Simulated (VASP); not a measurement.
# MoS (Fm-3m) in VASP: further runs

MoS is run at these levels: PBE+U; tasks: single point.

Program: VASP 6.6.1. These are calculated values, not measurements. Logs are shortened: lines on timing, memory, paths and dates and some standing lists are left out, and cuts for length are marked.

### Step 1. The cell of the first run

The structure is cubic, space group Fm-3m (No. 225). Conventional cell: a = 5.401 Å, b = 5.401 Å, c = 5.401 Å, α = 90.00°, β = 90.00°, γ = 90.00°. Mo (site symmetry m-3m) has 6 S at 2.70 Å within 3.6 Å. Within 3.6 Å of S (site symmetry m-3m) lie 6 Mo at 2.70 Å.

### Step 2. Single point, PBE+U, collinear spin

INCAR

```
SYSTEM = MoS
PREC = Accurate
ENCUT = 520
EDIFF = 1E-7
ISMEAR = 0
SIGMA = 0.1
LREAL = .FALSE.
LASPH = .TRUE.
NELM = 150
ALGO = Normal
ISIF = 2
LWAVE = .FALSE.
LCHARG = .TRUE.
ISPIN = 2
MAGMOM = 2 -2 0 0
LORBIT = 11
LMAXMIX = 4
LDAU = .TRUE.
LDAUTYPE = 2
LDAUL = 2 -1
LDAUU = 4.38 0
LDAUJ = 0 0
LDAUPRINT = 1
GGA = PE
LELF = .TRUE.
LVHAR = .TRUE.
NBANDS = 32
```

KPOINTS

```
regular mesh
0
G
  14 14 7
  0 0 0
```

POSCAR

```
MoS
1.0
    0.0000000000      2.7003254550      2.7003254550
    5.4006509100      2.7003254550      2.7003254550
    5.4006509100      5.4006509100      0.0000000000
Mo S
2 2
Direct
    0.0000000000      1.0000000000      1.0000000000
    0.0000000000      1.0000000000      0.5000000000
    0.5000000000      0.5000000000      0.0000000000
    0.5000000000      0.5000000000      0.5000000000
```

Potentials or basis: VASP PAW PBE potentials, release 64 (Mo_sv, S).

Launch:

```console
cat potpaw_PBE.64/Mo_sv/POTCAR potpaw_PBE.64/S/POTCAR > POTCAR
mpirun -np 1 vasp_std > vasp.out
```

OUTCAR:

```text
SYSTEM = MoS
   PREC = Accurate
   ENCUT = 520
   EDIFF = 1E-7
   ISMEAR = 0
   LREAL = .FALSE.
   LASPH = .TRUE.
   NELM = 150
   ISIF = 2
   ISPIN = 2
   LORBIT = 11
   GGA = PE

 ion  position               nearest neighbor table
   1  0.000  0.000  0.000-   4 2.70   3 2.70   4 2.70   3 2.70   4 2.70   4 2.70
   2  0.000  0.000  0.500-   3 2.70   3 2.70   4 2.70   4 2.70   3 2.70   3 2.70
   3  0.500  0.500  0.000-   2 2.70   1 2.70   2 2.70   1 2.70   2 2.70   2 2.70
   4  0.500  0.500  0.500-   1 2.70   1 2.70   2 2.70   2 2.70   1 2.70   1 2.70

  LATTYP: Found a simple tetragonal cell.
 ALAT       =     3.8188368813
 C/A-ratio  =     1.4142135624

  Lattice vectors:

 A1 = (   0.0000000000,  -2.7003254550,   2.7003254550)
 A2 = (   0.0000000000,  -2.7003254550,  -2.7003254550)
 A3 = (   5.4006509100,   0.0000000000,   0.0000000000)

Analysis of symmetry for initial positions (statically):
=====================================================================
 Subroutine PRICEL returns following result:

  LATTYP: Found a face centered cubic cell.
 ALAT       =     5.4006509100
[... 12 lines left out ...]
 Subroutine GETGRP returns: Found 16 space group operations
 (whereof 16 operations were pure point group operations)
 out of a pool of 16 trial point group operations.

The static configuration has the point symmetry D_4h.

Analysis of symmetry for dynamics (positions and initial velocities):
=====================================================================
 Subroutine PRICEL returns following result:

  LATTYP: Found a face centered cubic cell.
 ALAT       =     5.4006509100
[... 12 lines left out ...]
 Subroutine GETGRP returns: Found 16 space group operations
 (whereof 16 operations were pure point group operations)
 out of a pool of 16 trial point group operations.

The dynamic configuration has the point symmetry D_4h.

Analysis of structural, dynamic, and magnetic symmetry:
=====================================================================
 Subroutine PRICEL returns following result:

  LATTYP: Found a face centered cubic cell.
 ALAT       =     5.4006509100
[... 12 lines left out ...]
 Subroutine GETGRP returns: Found 16 space group operations
 (whereof 16 operations were pure point group operations)
 out of a pool of 16 trial point group operations.

The overall configuration has the point symmetry D_4h.

 Subroutine INISYM returns: Found 16 space group operations
 (whereof 16 operations are pure point group operations),
 and found     2 'primitive' translations

----------------------------------------------------------------------------------------

                                     Primitive cell

  volume of cell :      39.3802

  direct lattice vectors                    reciprocal lattice vectors
    -2.700325455  2.700325455 -0.000000000    -0.185162866  0.185162866 -0.185162866
    -2.700325455  0.000000000  2.700325455    -0.185162866 -0.185162866  0.185162866
     0.000000000  2.700325455  2.700325455     0.185162866  0.185162866  0.185162866

  length of vectors
     3.818836881  3.818836881  3.818836881     0.320711491  0.320711491  0.320711491

  position of ions in fractional coordinates (direct lattice)
[... 139 lines left out ...]
 -0.0000  0.0000  0.1002  0.0000 -0.0002
  0.0000 -0.0000  0.0000  0.0245 -0.0000
 -0.0000  0.0000 -0.0002 -0.0000  0.1005

 occupancies and eigenvectors

  o =  0.0205  v =  0.0000  0.0000  0.0000  0.0000  0.0000  0.0000 -1.0000 -0.0000 -0.0000 -0.0000      0.0000  0.0000  0.0000  0.0000  0.0000  0.0000  0.0000  0.0000  0.0000  0.0000
  o =  0.0245  v =  0.0000  0.0000  0.0000  0.0000  0.0000  0.0361  0.0000 -0.0000 -0.9993 -0.0000      0.0000  0.0000  0.0000  0.0000  0.0000  0.0000  0.0000  0.0000  0.0000  0.0000
  o =  0.0245  v =  0.0000  0.0000  0.0000  0.0000  0.0000  0.9993  0.0000  0.0000  0.0361  0.0000      0.0000  0.0000  0.0000  0.0000  0.0000  0.0000  0.0000  0.0000  0.0000  0.0000
  o =  0.1001  v =  0.0000  0.0000  0.0000  0.0000  0.0000 -0.0000 -0.0000  0.8660 -0.0000  0.5000      0.0000  0.0000  0.0000  0.0000  0.0000  0.0000  0.0000  0.0000  0.0000  0.0000
  o =  0.1006  v =  0.0000  0.0000  0.0000  0.0000  0.0000  0.0000  0.0000 -0.5000  0.0000  0.8660      0.0000  0.0000  0.0000  0.0000  0.0000  0.0000  0.0000  0.0000  0.0000  0.0000
  o =  0.5540  v =  0.0000  0.0000  0.8660 -0.0000  0.5000  0.0000  0.0000  0.0000  0.0000  0.0000      0.0000  0.0000  0.0000  0.0000  0.0000  0.0000  0.0000  0.0000  0.0000  0.0000
  o =  0.5995  v =  0.0000  0.0000 -0.5000  0.0000  0.8660  0.0000  0.0000  0.0000  0.0000  0.0000      0.0000  0.0000  0.0000  0.0000  0.0000  0.0000  0.0000  0.0000  0.0000  0.0000
  o =  0.8309  v =  1.0000  0.0000  0.0000  0.0000  0.0000  0.0000  0.0000  0.0000  0.0000  0.0000      0.0000  0.0000  0.0000  0.0000  0.0000  0.0000  0.0000  0.0000  0.0000  0.0000
  o =  0.8309  v =  0.0000 -0.0000 -0.0000 -1.0000 -0.0000  0.0000  0.0000  0.0000  0.0000  0.0000      0.0000  0.0000  0.0000  0.0000  0.0000  0.0000  0.0000  0.0000  0.0000  0.0000
  o =  0.8524  v =  0.0000 -1.0000  0.0000  0.0000  0.0000  0.0000  0.0000  0.0000  0.0000  0.0000      0.0000  0.0000  0.0000  0.0000  0.0000  0.0000  0.0000  0.0000  0.0000  0.0000

atom =   2  type =  1  l = 2

 onsite density matrix

spin component  1

  0.0245  0.0000  0.0000  0.0000  0.0000
  0.0000  0.0205 -0.0000 -0.0000 -0.0000
  0.0000 -0.0000  0.1002  0.0000 -0.0002
  0.0000 -0.0000  0.0000  0.0245 -0.0000
  0.0000 -0.0000 -0.0002 -0.0000  0.1005

spin component  2

  0.8309  0.0000 -0.0000 -0.0000  0.0000
  0.0000  0.8524  0.0000 -0.0000  0.0000
 -0.0000  0.0000  0.5653 -0.0000 -0.0197
 -0.0000 -0.0000 -0.0000  0.8309 -0.0000
  0.0000  0.0000 -0.0197 -0.0000  0.5881

 occupancies and eigenvectors

  o =  0.0205  v =  0.0000 -1.0000 -0.0000 -0.0000 -0.0000  0.0000  0.0000  0.0000  0.0000  0.0000      0.0000  0.0000  0.0000  0.0000  0.0000  0.0000  0.0000  0.0000  0.0000  0.0000
  o =  0.0245  v =  0.9995  0.0000 -0.0000 -0.0319 -0.0000  0.0000  0.0000  0.0000  0.0000  0.0000      0.0000  0.0000  0.0000  0.0000  0.0000  0.0000  0.0000  0.0000  0.0000  0.0000
  o =  0.0245  v = -0.0319  0.0000 -0.0000 -0.9995 -0.0000  0.0000  0.0000  0.0000  0.0000  0.0000      0.0000  0.0000  0.0000  0.0000  0.0000  0.0000  0.0000  0.0000  0.0000  0.0000
  o =  0.1001  v =  0.0000 -0.0000  0.8660 -0.0000  0.5000  0.0000  0.0000  0.0000  0.0000  0.0000      0.0000  0.0000  0.0000  0.0000  0.0000  0.0000  0.0000  0.0000  0.0000  0.0000
  o =  0.1006  v = -0.0000 -0.0000 -0.5000  0.0000  0.8660  0.0000  0.0000  0.0000  0.0000  0.0000      0.0000  0.0000  0.0000  0.0000  0.0000  0.0000  0.0000  0.0000  0.0000  0.0000
  o =  0.5540  v =  0.0000  0.0000  0.0000  0.0000  0.0000  0.0000 -0.0000  0.8660  0.0000  0.5000      0.0000  0.0000  0.0000  0.0000  0.0000  0.0000  0.0000  0.0000  0.0000  0.0000
  o =  0.5995  v =  0.0000  0.0000  0.0000  0.0000  0.0000  0.0000 -0.0000 -0.5000  0.0000  0.8660      0.0000  0.0000  0.0000  0.0000  0.0000  0.0000  0.0000  0.0000  0.0000  0.0000
  o =  0.8309  v =  0.0000  0.0000  0.0000  0.0000  0.0000  1.0000  0.0000  0.0000  0.0000  0.0000      0.0000  0.0000  0.0000  0.0000  0.0000  0.0000  0.0000  0.0000  0.0000  0.0000
  o =  0.8309  v =  0.0000  0.0000  0.0000  0.0000  0.0000  0.0000  0.0000 -0.0000  1.0000 -0.0000      0.0000  0.0000  0.0000  0.0000  0.0000  0.0000  0.0000  0.0000  0.0000  0.0000
  o =  0.8524  v =  0.0000  0.0000  0.0000  0.0000  0.0000  0.0000  1.0000  0.0000 -0.0000  0.0000      0.0000  0.0000  0.0000  0.0000  0.0000  0.0000  0.0000  0.0000  0.0000  0.0000

 number of electron      40.0000000 magnetization       0.0000000

 Free energy of the ion-electron system (eV)
  ---------------------------------------------------
  ext. energy  EPLUGINS =         0.00000000
  ---------------------------------------------------
  free energy    TOTEN  =       -22.65525347 eV

  energy without entropy =      -22.64876026  energy(sigma->0) =      -22.65200686

 E-fermi :   8.2994     XC(G=0): -10.7729

 val. band max:        8.2966911089   @ k =   0.3571   0.5000   0.1429
 cond. band min:       8.3142588549   @ k =  -0.1429   0.0714   0.0000
 fundamental gap:      0.0175677461
 Fermi energy:         8.2994276199

 spin component 1

 k-point     1 :       0.0000    0.0000    0.0000
  band No.  band energies     occupation
      1     -53.8902      1.00000
      2     -51.6780      1.00000
      3     -28.1102      1.00000
      4     -28.1102      1.00000
      5     -28.1069      1.00000
      6     -25.6487      1.00000
[... 1673 lines left out ...]
     31      15.9375      0.00000
     32      16.5948      0.00000

 [... further k-points ...]

------------------------ aborting loop because EDIFF is reached ----------------------------------------

  FORCE on cell =-STRESS in cart. coord.  units (eV):
  Direction    XX          YY          ZZ          XY          YZ          ZX
  --------------------------------------------------------------------------------------
  -------------------------------------------------------------------------------------
  Total       -0.7739196     -0.2765430     -0.2765430      0.0000000      0.0000000     -0.0000000
  in kB      -15.7433852     -5.6255485     -5.6255485      0.0000000      0.0000000     -0.0000000
  external PRESSURE =      -8.9981608 kB  Pullay stress =       0.0000000 kB

 VOLUME and BASIS-vectors are now :
 -----------------------------------------------------------------------------
  energy-cutoff  :      520.00
  volume of cell :       78.76
      direct lattice vectors                 reciprocal lattice vectors
     0.000000000  2.700325455  2.700325455    -0.185162866  0.185162866  0.185162866
     5.400650910  2.700325455  2.700325455     0.185162866 -0.185162866  0.185162866
     5.400650910  5.400650910  0.000000000     0.000000000  0.185162866 -0.185162866

 POSITION                                       TOTAL-FORCE (eV/Angst)
 -----------------------------------------------------------------------------------
      0.00000      0.00000      0.00000         0.000000      0.000000     -0.000000
      2.70033      2.70033      0.00000         0.000000     -0.000000     -0.000000
      2.70033      2.70033      2.70033         0.000000      0.000000      0.000000
      5.40065      5.40065      2.70033        -0.000000     -0.000000     -0.000000
 -----------------------------------------------------------------------------------
    total drift:                               -0.000000      0.000000      0.000000

  FREE ENERGIE OF THE ION-ELECTRON SYSTEM (eV)
  ---------------------------------------------------
  free  energy   TOTEN  =       -22.6552534656 eV

  energy  without entropy=      -22.6487602567  energy(sigma->0) =      -22.65200686

 total charge

# of ion       s       p       d       tot
------------------------------------------
    1        2.193   6.063   3.900  12.156
    2        2.193   6.063   3.900  12.156
    3        1.326   2.390   0.000   3.716
    4        1.326   2.390   0.000   3.716
--------------------------------------------------
tot          7.038  16.906   7.801  31.744

 magnetization (x)

# of ion       s       p       d       tot
------------------------------------------
    1        0.051   0.028   3.372   3.451
    2       -0.051  -0.028  -3.372  -3.451
    3       -0.004   0.029   0.000   0.025
    4        0.004  -0.029   0.000  -0.025
--------------------------------------------------
tot          0.000   0.000   0.000   0.000
```

Wall time 26 min (1 thread of Oxide Virtual Turin-like, shared host); peak memory 0.64 GiB.

What came out:

```yaml
Free_energy: -22.6553 eV
Pressure: -0.9 GPa
Band_gap_on_the_k_mesh: zero (filled and empty bands overlap)
Net_moment: 0.00 μB per cell
Site_moments: Mo +3.45, -3.45; S +0.03, -0.03 μB
Valence_electrons_inside_the_program's_atomic_spheres: Mo 12.16; S 3.72
```

Levels at points of the mesh, in eV from the Fermi level:
Spin up:
```csv
k point,band 18,band 19,band 20,band 21,band 22,band 23
"(0.00, 0.00, 0.00)",-2.67,-2.65,-2.05,-1.70,0.29,1.10
"(0.50, 0.00, 0.00)",-2.07,-1.77,2.19,2.34,2.39,2.58
"(0.50, 0.50, 0.00)",-3.73,-2.26,-1.56,-0.66,1.41,1.90
```
Spin down:
```
           k point  band 16  band 17  band 18  band 19  band 20  band 21  band 22  band 23  band 24  band 25
(0.00, 0.00, 0.00)    -3.10    -2.67    -2.67    -2.65    -2.05    -1.70     0.29     1.10     1.64     2.62
(0.50, 0.00, 0.00)    -4.37    -2.28    -2.07    -1.77     2.19     2.34     2.39     2.58     3.46     3.54
(0.50, 0.50, 0.00)    -3.76    -3.76    -3.73    -2.26    -1.56    -0.66     1.41     1.90     1.90     2.63
```

Eigenvalues of the final occupation matrices:
```csv
site,spin,trace,eigenvalues
site 1 d,1,3.67,0.55 0.60 0.83 0.83 0.85
site 1 d,2,0.27,0.02 0.02 0.02 0.10 0.10
site 2 d,1,0.27,0.02 0.02 0.02 0.10 0.10
site 2 d,2,3.67,0.55 0.60 0.83 0.83 0.85
```

(Part 1 of 2 ends here.)
